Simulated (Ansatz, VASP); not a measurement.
Two plane-wave programs on SnO2

```
Sn O
1.0
     4.90198    0.00000    0.00000
     0.00000    4.90198    0.00000
     0.00000    0.00000    3.14213
Sn O
2 4
Direct
  0.50000 0.50000 0.50000
  0.00000 0.00000 0.00000
  0.19339 0.80661 0.50000
  0.80661 0.19339 0.50000
  0.30661 0.30661 0.00000
  0.69339 0.69339 0.00000
```

Alike in both runs: task single point; functional r2SCAN; k mesh 6 × 6 × 8; occupations gaussian, width 0.02 eV; no spin polarisation.

|  | VASP | Ansatz |
| --- | --- | --- |
| version | VASP 6.6.1 | Ansatz 0.2.0 |
| potentials or method | VASP PAW PBE potentials, release 64 (Sn_d, O), cutoff 520 eV | scalar-relativistic, plane waves, PAW |
| valence electrons in the cell | 52 | 52 |

|  | VASP | Ansatz | Ansatz less VASP |
| --- | --- | --- | --- |
| gap on the k mesh at the Fermi level (eV) | 1.51 | 1.50 | -0.018 |
| least direct gap on the mesh (eV) | 1.51 | 1.50 | -0.018 |
| pressure (GPa) | -4.7 | -5.7 | -0.95 |
| traceless stress, the component that is largest in VASP (GPa) | 6.20 | 5.68 | -0.513 |
| rms of the force components (eV/Å) | 0.025 | 0.000 | -0.0250 |

VASP's potentials were made for PBE, not for r2SCAN. Atom by atom the forces differ by 0.025 eV/Å (rms over components). The functional is the same, so the differences come from potentials, cutoffs and numerics.
